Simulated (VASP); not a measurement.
Here is a VASP 6.6.1 calculation.

INCAR

```
SYSTEM = WS2
PREC     = Accurate       ! precision mode
ENCUT    = 520            ! plane-wave cutoff, eV
EDIFF    = 1E-6           ! SCF threshold, eV
ISMEAR   = 0              ! smearing method
SIGMA    = 0.05           ! smearing width, eV
LREAL    = .FALSE.        ! projectors in reciprocal space
LASPH    = .TRUE.         ! aspherical terms in the spheres
NELM     = 60             ! most SCF steps
ALGO     = Normal         ! electronic algorithm
ISIF     = 2              ! what is computed and relaxed
LWAVE    = .FALSE.        ! write WAVECAR
LCHARG   = .TRUE.         ! write CHGCAR
GGA      = PS             ! functional
LELF     = .TRUE.         ! ELF
LVHAR    = .TRUE.       
NBANDS   = 20             ! bands
```

KPOINTS

```
regular mesh
0
G
  12 12 12
  0 0 0
```

Contents of POSCAR:

```
WS2
1.0
    1.7053204150      0.9845672007      6.4098632000
   -1.7053204150      0.9845672007      6.4098632000
    0.0000000000     -1.9691344013      6.4098632000
W S
1 2
Direct
    0.0000000000      0.0000000000      0.0000000000
    0.7503000000      0.7503000000      0.7503000000
    0.5810000000      0.5810000000      0.5810000000
```

Potentials or basis: VASP PAW PBE potentials, release 64 (W_sv, S).

Run with:

```console
$ cat potpaw_PBE.64/W_sv/POTCAR potpaw_PBE.64/S/POTCAR > POTCAR
$ mpirun -np 1 vasp_std > vasp.out
```

Q: Estimate the band gap on the k mesh.

A: 0.74 eV (least direct gap 1.29 eV).

Q: What does it give for the largest force?

A: 2.445 eV/Å.

Forces in eV/Å, atoms in the order of the input:
```
W    0.000  0.000 -0.376
S    0.000  0.000 -2.069
S    0.000  0.000  2.445
```

Caveat: the cell differs from its parent crystal (strain +0.080 along x and y, +0.040 along z); the cell stands under tension; the PAW data sets were made with another functional, which shifts forces and pressure a little; spin-orbit coupling is left out, which moves the levels of the heavy elements. A k mesh can miss the band edges.
